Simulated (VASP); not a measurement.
# KI (F-43m) in VASP: a series of runs, part 2 of 2

VASP 6.6.1. Earlier steps stand in the parts before.

**4. Single point, LDA**

File INCAR:

```
PREC = Accurate
ENCUT = 500
EDIFF = 1E-6
ISMEAR = 0
SIGMA = 0.01
LREAL = False
LASPH = True
NELM = 120
ALGO = Normal
ISIF = 2
LWAVE = False
LCHARG = False
NBANDS = 15
GGA_COMPAT = False
```

File KPOINTS:

```
regular mesh
0
Gamma
  2 2 2
```

File POSCAR:

```
KI
1.0
    0.0000000000      3.9658942500      3.9658942500
    3.9658942500      0.0000000000      3.9658942500
    3.9658942500      3.9658942500      0.0000000000
K I
1 1
Direct
    0.0000000000      0.0000000000      0.0000000000
    0.2500000000      0.2500000000      0.2500000000
```

Potentials or basis: VASP PAW LDA potentials, release 64 (K_sv, I).

Command:

```console
$ cat potpaw_LDA.64/K_sv/POTCAR potpaw_LDA.64/I/POTCAR > POTCAR
$ mpirun -np 1 vasp_std > vasp.out
```

OUTCAR:

```text
PREC = Accurate
   ENCUT = 500
   EDIFF = 1E-6
   ISMEAR = 0
   LREAL = False
   LASPH = True
   NELM = 120
   ISIF = 2

 ion  position               nearest neighbor table
   1  0.000  0.000  0.000-   2 3.43   2 3.43   2 3.43   2 3.43
   2  0.250  0.250  0.250-   1 3.43   1 3.43   1 3.43   1 3.43

  LATTYP: Found a face centered cubic cell.
 ALAT       =     7.9317885000

  Lattice vectors:

 A1 = (   0.0000000000,   3.9658942500,   3.9658942500)
 A2 = (   3.9658942500,   0.0000000000,   3.9658942500)
 A3 = (   3.9658942500,   3.9658942500,   0.0000000000)

Analysis of symmetry for initial positions (statically):
=====================================================================
 Subroutine PRICEL returns:
 Original cell was already a primitive cell.

 Routine SETGRP: Setting up the symmetry group for a
 face centered cubic supercell.

 Subroutine GETGRP returns: Found 24 space group operations
 (whereof 24 operations were pure point group operations)
 out of a pool of 48 trial point group operations.

The static configuration has the point symmetry T_d .

Analysis of symmetry for dynamics (positions and initial velocities):
=====================================================================
 Subroutine PRICEL returns:
 Original cell was already a primitive cell.

 Routine SETGRP: Setting up the symmetry group for a
 face centered cubic supercell.

 Subroutine GETGRP returns: Found 24 space group operations
 (whereof 24 operations were pure point group operations)
 out of a pool of 48 trial point group operations.

The dynamic configuration has the point symmetry T_d .

 Subroutine INISYM returns: Found 24 space group operations
 (whereof 24 operations are pure point group operations),
 and found     1 'primitive' translations

----------------------------------------------------------------------------------------

                                     Primitive cell

  volume of cell :     124.7537

  direct lattice vectors                    reciprocal lattice vectors
     0.000000000  3.965894250  3.965894250    -0.126074970  0.126074970  0.126074970
     3.965894250  0.000000000  3.965894250     0.126074970 -0.126074970  0.126074970
     3.965894250  3.965894250  0.000000000     0.126074970  0.126074970 -0.126074970

  length of vectors
     5.608621435  5.608621435  5.608621435     0.218368254  0.218368254  0.218368254

  position of ions in fractional coordinates (direct lattice)
     0.000000000  0.000000000  0.000000000
     0.250000000  0.250000000  0.250000000

  ion indices of the primitive-cell ions
   primitive index   ion index
                 1           1
                 2           2

----------------------------------------------------------------------------------------

 KPOINTS: regular mesh

Automatic generation of k-mesh.
 Grid dimensions read from file:
 generate k-points for:    2    2    2

 Generating k-lattice:

  Cartesian coordinates                     Fractional coordinates (reciprocal lattice)
    -0.063037485  0.063037485  0.063037485     0.500000000  0.000000000  0.000000000
     0.063037485 -0.063037485  0.063037485     0.000000000  0.500000000  0.000000000
     0.063037485  0.063037485 -0.063037485     0.000000000  0.000000000  0.500000000

  Length of vectors
     0.109184127  0.109184127  0.109184127

  Shift w.r.t. Gamma in fractional coordinates (k-lattice)
     0.000000000  0.000000000  0.000000000

 Subroutine IBZKPT returns following result:
 ===========================================

 Found      3 irreducible k-points:

 Following reciprocal coordinates:
            Coordinates               Weight
  0.000000  0.000000  0.000000      1.000000
  0.500000  0.000000  0.000000      4.000000
  0.500000  0.500000  0.000000      3.000000
   k-points           NKPTS =      3   k-points in BZ     NKDIM =      3   number of bands    NBANDS=     15
   number of dos      NEDOS =    301   number of ions     NIONS =      2
   total plane-waves  NPLWV =  74088
   dimension x,y,z NGX =    42 NGY =   42 NGZ =   42
   dimension x,y,z NGXF=    84 NGYF=   84 NGZF=   84
   ions per type =               1   1
   NGX,Y,Z   is equivalent  to a cutoff of  12.45, 12.45, 12.45 a.u.
   NGXF,Y,Z  is equivalent  to a cutoff of  24.90, 24.90, 24.90 a.u.
 SYSTEM =  unknown system
   PREC   = accura    normal or accurate (medium, high low for compatibility)
   ISTART =      0    job   : 0-new  1-cont  2-samecut
   ICHARG =      2    charge: 1-file 2-atom 10-const
   ISPIN  =      1    spin polarized calculation?
   LNONCOLLINEAR =      F non collinear calculations
   LSORBIT =      F    spin-orbit coupling
   LASPH  =      T    aspherical Exc in radial PAW
   ENCUT  =  500.0 eV  36.75 Ry    6.06 a.u.  10.23 10.23 10.23*2*pi/ulx,y,z
   NELM   =    120;   NELMIN=  2; NELMDL= -5     # of ELM steps
   EDIFF  = 0.1E-05   stopping-criterion for ELM
   LREAL  =      F    real-space projection
   EDIFFG = 0.1E-04   stopping-criterion for IOM
   NSW    =      0    number of steps for IOM
   IBRION =     -1    ionic relax: 0-MD 1-quasi-New 2-CG
   NFREE  =      0    steps in history (QN), initial steepest desc. (CG)
   ISIF   =      2    stress and relaxation
   ISYM   =      2    0-nonsym 1-usesym 2-fastsym
   POTIM  = 0.5000    time-step for ionic-motion
   TEBEG  =    0.0;   TEEND  =   0.0 temperature during run
   PSTRESS=    0.0 pullay stress
   NELECT =      16.0000    total number of electrons
   NUPDOWN=      -1.0000    fix difference up-down
   EMIN   =  10.00;   EMAX   =-10.00  energy-range for DOS
   EFERMI =   0.00;   METHOD = LEGACY
   ISMEAR =     0;   SIGMA  =   0.01  broadening in eV -4-tet -1-fermi 0-gaus
   EFERMI_NEDOS =   21; number of points for ismear=-14 and -15
   IALGO  =     38    algorithm
   IMIX   =      4    mixing-type and parameters
     AMIX     =   0.40;   BMIX     =  1.00
     AMIX_MAG =   1.60;   BMIX_MAG =  1.00
  volume/ion in A,a.u.               =      62.38       420.94
  Fermi-wavevector in a.u.,A,eV,Ry     =   0.825589  1.560136  9.273684  0.681597
  Thomas-Fermi vector in A             =   1.937473
   LORBIT       =      0    0 simple, 1 ext, 2 COOP (PROOUT), +10 PAW based schemes
   GGA     = CA    functional components
   LHFCALC =     F    Hartree Fock is set to
   AEXX    =    0.0000 exact exchange contribution
   IVDW    =     0    specifies the selected vdW correction
   LEPSILON=     F    determine dielectric tensor
   LRPA    =     F    only Hartree local field effects (RPA)
 non-spin polarized calculation
 Gauss-broadening in eV      SIGMA  =   0.01
  energy-cutoff  :      500.00
  volume of cell :      124.75
 maximum number of plane-waves:      3218
 NGX is ok and might be reduce to    42
   NGX = 21   NGY = 21   NGZ = 21

 number of electron      16.0000003 magnetization

 Free energy of the ion-electron system (eV)
  ---------------------------------------------------
  ext. energy  EPLUGINS =         0.00000000
  ---------------------------------------------------
  free energy    TOTEN  =        -5.75272059 eV

  energy without entropy =       -5.75272059  energy(sigma->0) =       -5.75272059

 E-fermi :  -2.2965     XC(G=0):  -6.1418

 val. band max:       -2.3612375686   @ k =   0.0000   0.0000   0.0000
 cond. band min:       1.2703518924   @ k =   0.0000   0.0000   0.0000
 fundamental gap:      3.6315894610
 Fermi energy:        -2.2964586091

 k-point     1 :       0.0000    0.0000    0.0000
  band No.  band energies     occupation
      1     -30.5122      2.00000
      2     -14.2418      2.00000
      3     -14.2418      2.00000
      4     -14.2418      2.00000
      5     -12.4177      2.00000
      6      -2.3612      2.00000
      7      -2.3612      2.00000
      8      -2.3612      2.00000
      9       1.2704      0.00000
     10       4.9861      0.00000
     11       4.9861      0.00000
     12       5.6104      0.00000
     13       5.6104      0.00000
     14       5.6104      0.00000
     15       6.5528      0.00000

 k-point     2 :       0.5000    0.0000    0.0000
  band No.  band energies     occupation
      1     -30.5117      2.00000
      2     -14.3049      2.00000
      3     -14.2450      2.00000
      4     -14.2450      2.00000
      5     -12.3128      2.00000
      6      -2.8547      2.00000
      7      -2.3682      2.00000
      8      -2.3682      2.00000
      9       3.0335      0.00000
     10       3.8772      0.00000
     11       4.5446      0.00000
     12       4.5446      0.00000
     13       5.9100      0.00000
     14       5.9100      0.00000
     15       6.4292      0.00000

 k-point     3 :       0.5000    0.5000    0.0000
  band No.  band energies     occupation
      1     -30.5116      2.00000
      2     -14.3182      2.00000
      3     -14.2495      2.00000
      4     -14.2495      2.00000
      5     -12.2790      2.00000
      6      -2.8746      2.00000
      7      -2.4205      2.00000
      8      -2.4205      2.00000
      9       2.6753      0.00000
     10       3.6516      0.00000
     11       5.2755      0.00000
     12       5.7867      0.00000
     13       5.7867      0.00000
     14       6.1760      0.00000
     15       6.2050      0.00000

------------------------ aborting loop because EDIFF is reached ----------------------------------------

  FORCE on cell =-STRESS in cart. coord.  units (eV):
  Direction    XX          YY          ZZ          XY          YZ          ZX
  --------------------------------------------------------------------------------------
  -------------------------------------------------------------------------------------
  Total       -0.5031140     -0.5031140     -0.5031140      0.0000000     -0.0000000      0.0000000
  in kB       -6.4613550     -6.4613550     -6.4613550      0.0000000     -0.0000000      0.0000000
  external PRESSURE =      -6.4613550 kB  Pullay stress =       0.0000000 kB

 VOLUME and BASIS-vectors are now :
 -----------------------------------------------------------------------------
  energy-cutoff  :      500.00
  volume of cell :      124.75
      direct lattice vectors                 reciprocal lattice vectors
     0.000000000  3.965894250  3.965894250    -0.126074970  0.126074970  0.126074970
     3.965894250  0.000000000  3.965894250     0.126074970 -0.126074970  0.126074970
     3.965894250  3.965894250  0.000000000     0.126074970  0.126074970 -0.126074970

 POSITION                                       TOTAL-FORCE (eV/Angst)
 -----------------------------------------------------------------------------------
      0.00000      0.00000      0.00000        -0.000000     -0.000000     -0.000000
      1.98295      1.98295      1.98295         0.000000      0.000000      0.000000
 -----------------------------------------------------------------------------------
    total drift:                                0.000000      0.000000      0.000000

  FREE ENERGIE OF THE ION-ELECTRON SYSTEM (eV)
  ---------------------------------------------------
  free  energy   TOTEN  =        -5.7527205936 eV

  energy  without entropy=       -5.7527205936  energy(sigma->0) =       -5.75272059
```

stdout:

```text
POSCAR found type information on POSCAR K I
 POSCAR found :  2 types and       2 ions
 scaLAPACK will be used
 LDA part: xc-table for (Slater(with rela. corr.)+CA(PZ))
 , standard interpolation
 POSCAR, INCAR and KPOINTS ok, starting setup
 FFT: planning ... GRIDC
 FFT: planning ... GRID_SOFT
 FFT: planning ... GRID
 WAVECAR not read
 entering main loop
```

Wall time 9.4 s (1 thread of Intel Xeon Platinum 8375C at 2.90GHz (Ice Lake), shared host); peak memory 0.19 GiB.

What came out:

```yaml
Free_energy: -5.7527 eV
Pressure: -0.6 GPa
Band_gap_on_the_k_mesh: 3.63 eV
```

Caveat: the k points lie up to 0.69 Å⁻¹ apart; spin-orbit coupling is left out, which moves the levels of the heavy elements.

**5. Overview**

```csv
level,potentials or basis,k mesh,cutoff (eV),grid for exact exchange (PRECFOCK),share of exact exchange,screening parameter,gap on the mesh (eV),pressure (GPa)
PBE-based screened hybrid with 20 % exact exchange,"VASP PAW PBE potentials, release 64 (K_sv, I)",4 × 4 × 4,520,Normal,0.2,0.5 1/Å,4.28,0.1
PBE-based screened hybrid with 5 % exact exchange,"VASP PAW PBE potentials, release 64 (K_sv, I)",4 × 4 × 4,520,Normal,0.05,0.5 1/Å,4.02,0.2
LDA,"VASP PAW LDA potentials, release 64 (K_sv, I)",2 × 2 × 2,500,-,-,-,3.63,-0.6
```

Alike in all rows: task single point; no spin polarisation; cell as given; smearing gaussian 0.01 eV.

Caveats: some runs use coarse meshes; spin-orbit coupling is left out, which moves the levels of the heavy elements; the PAW data sets were made with another functional, which shifts forces and pressure a little (at least some runs).

Absolute energies hang on the potentials; compare differences alone.
